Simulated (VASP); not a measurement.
Wanted: the native input for a VASP 6.6.1 run.

- Task: single point
- Functional: PBE
- Potentials or basis: VASP PAW PBE potentials, release 64 (Al, Cl)
- Cutoff: 520 eV
- k mesh: 12 × 12 × 6
- Occupations: gaussian, width 0.1 eV
- Spin: no spin polarisation
- Dipole correction: no
- Further INCAR settings: ALGO = Normal; EDIFF = 1e-06; NBANDS = 22

The structure of Al2Cl3 lies in POSCAR:

```
Al2Cl3
1.0
    4.6567145489      0.0000000000      0.0000000000
   -2.3283572745      4.0328330975      0.0000000000
    0.0000000000      0.0000000000      6.1673382857
Al Cl
2 3
Direct
    0.3333333333      0.6666666667      0.2211476292
    0.6666666667      0.3333333333      0.7788523708
    0.0000000000      0.0000000000      0.0000000000
    0.3333333333      0.6666666667      0.6490500961
    0.6666666667      0.3333333333      0.3509499039
```

One way to write it, as run:

INCAR

```
SYSTEM = Al2Cl3
ALGO = Normal
EDIFF = 1E-6
ENCUT = 520
GGA = PE
ISIF = 2
ISMEAR = 0
LASPH = .TRUE.
LCHARG = .TRUE.
LELF = .TRUE.
LREAL = .FALSE.
LVHAR = .TRUE.
LWAVE = .FALSE.
NBANDS = 22
NELM = 60
PREC = Accurate
SIGMA = 0.1
```

KPOINTS

```
k-points
0
G
  12 12 6
  0 0 0
```

Potentials or basis: VASP PAW PBE potentials, release 64 (Al, Cl).

Launch:

```console
$ cat potpaw_PBE.64/Al/POTCAR potpaw_PBE.64/Cl/POTCAR > POTCAR
$ mpirun -np 1 vasp_std > vasp.out
```

It gave:

* Pressure: 0.0 GPa
* Band gap on the k mesh: zero (an odd number of electrons rules out a gap without spin polarisation)

Caveat: an odd number of electrons without spin polarisation forces a metal; a magnetic or distorted state may lie lower.

Run time: 7.3 min on 1 thread of AMD EPYC 7R13 (shared host), peak memory 0.33 GiB.
